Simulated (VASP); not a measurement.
Here is a VASP 6.6.1 calculation.

INCAR

```
SYSTEM = AlN
PREC = Accurate ; ENCUT = 520
EDIFF = 1E-6 ; ISMEAR = 0
SIGMA = 0.05 ; LREAL = .False.
LASPH = .True. ; NELM = 100
ALGO = Normal ; ISIF = 2
LWAVE = .False. ; LCHARG = .False.
GGA = PE ; NBANDS = 11
```

The input KPOINTS:

```
regular mesh
0
Gamma
  10 10 10
  0 0 0
```

POSCAR

```
AlN
1.0
    0.0000000000      2.1839935596      2.4023929156
    2.1839935596      0.0000000000      2.4023929156
    2.1839935596      2.1839935596      0.0000000000
Al N
1 1
Direct
    0.0000000000      0.0000000000      0.0000000000
    0.7500000000      0.7500000000      0.7500000000
```

Potentials or basis: VASP PAW PBE potentials, release 64 (Al, N).

Run with:

```sh
$ cat potpaw_PBE.64/Al/POTCAR potpaw_PBE.64/N/POTCAR > POTCAR
$ mpirun -np 1 vasp_std > vasp.out
```

Problem. Estimate the band gap on the k mesh.

Solution. 2.97 eV, indirect (least direct gap 3.15 eV).

Problem. What does it give for the pressure?

Solution. -12.7 GPa.

Stress tensor (GPa, compression positive):
```
 -7.08   0.00   0.00
  0.00  -7.08   0.00
  0.00   0.00 -23.88
```

Caveat: the cell differs from its parent crystal (strain +0.1000 x Voigt [0, 0, 1, 0, 0, 0]). A k mesh can miss the band edges.
